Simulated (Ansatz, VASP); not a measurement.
**PtC3: VASP beside Ansatz**

```
Pt C
1.0
     4.80104    0.00000    0.00000
    -2.40052    4.15782    0.00000
     0.00000    0.00000    3.85358
Pt C
2 6
Cartesian
  0.0000 2.7719 0.9634
  2.4005 1.3859 2.8902
  2.4005 2.7691 0.9634
  -1.1979 3.4635 2.8902
  1.2027 0.6944 0.9634
  0.0000 1.3887 2.8902
  3.5984 0.6944 0.9634
  1.1979 3.4635 2.8902
```

Alike in both runs: task single point; functional PBE; k mesh 6 × 6 × 6; occupations gaussian, width 0.1 eV; no spin polarisation.

|  | VASP | Ansatz |
| --- | --- | --- |
| version | VASP 6.6.1 | Ansatz 0.2.0 |
| potentials or method | VASP PAW PBE potentials, release 64 (Pt, C), cutoff 520 eV | scalar-relativistic, plane waves, PAW |
| valence electrons in the cell | 44 | 60 |

|  | VASP | Ansatz | Ansatz less VASP |
| --- | --- | --- | --- |
| gap on the k mesh at the Fermi level (eV) | none | none | - |
| pressure (GPa) | 3.5 | 3.6 | +0.11 |
| traceless stress, the component that is largest in VASP (GPa) | 3.11 | 3.11 | -0.008 |
| rms of the force components (eV/Å) | 0.240 | 0.244 | +0.0041 |

Atom by atom the forces differ by 0.004 eV/Å (rms over components). A gap of «none» marks a metal or a gap that the smearing closes. VASP's potentials hold 44 valence electrons a cell and Ansatz's 60, so a difference there can come from the potentials and not from the codes.

Neither program's run includes spin-orbit coupling.
